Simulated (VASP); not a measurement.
The system is SiC (Moissanite).

```
Si C
1.0
     3.07600    0.00000    0.00000
    -1.53800    2.66389    0.00000
     0.00000    0.00000    5.04800
Si C
2 2
Direct
  0.66667 0.33333 0.50000
  0.33333 0.66667 0.00000
  0.66667 0.33333 0.88500
  0.33333 0.66667 0.38500
```

* Program: VASP 6.6.1
* Task: relaxation of cell and atoms
* Functional: PBE
* Dispersion: D3(BJ)
* Potentials or basis: VASP PAW PBE potentials, release 64 (Si, C)
* Cutoff: 600 eV
* k mesh: 10 × 10 × 5
* Occupations: fermi-dirac, width 0.05 eV
* Spin: no spin polarisation

At the start: pressure -1.2 GPa; volume 10.34 Å³/atom.

How do energy, volume and symmetry change on relaxing?

Over 7 steps the energy falls by 9.4 meV/atom and the volume is 10.27 Å³/atom (-0.7 %); space group P6_3mc (No. 186, to 0.05 Å).

The path:
| step | energy change (eV) | largest force (eV/Å) | pressure (GPa) | volume (Å³) |
| --- | --- | --- | --- | --- |
| 1 | 0.0000 | 0.7526 | -1.18 | 41.36 |
| 2 | -0.0038 | 0.7017 | 1.25 | 40.90 |
| 3 | -0.0345 | 0.0666 | -0.19 | 41.12 |
| 4 | -0.0373 | 0.0034 | 0.31 | 41.03 |
| 5 | -0.0374 | 0.0071 | 0.23 | 41.05 |
| 6 | -0.0374 | 0.0056 | -0.18 | 41.12 |
| 7 | -0.0375 | 0.0000 | 0.00 | 41.09 |

Final structure:
```
Si C
1.0
     3.06919    0.00000    0.00000
    -1.53460    2.65800    0.00000
     0.00000    0.00000    5.03668
Si C
2 2
Direct
  0.66667 0.33333 0.50460
  0.33333 0.66667 0.00460
  0.66667 0.33333 0.88040
  0.33333 0.66667 0.38040
```
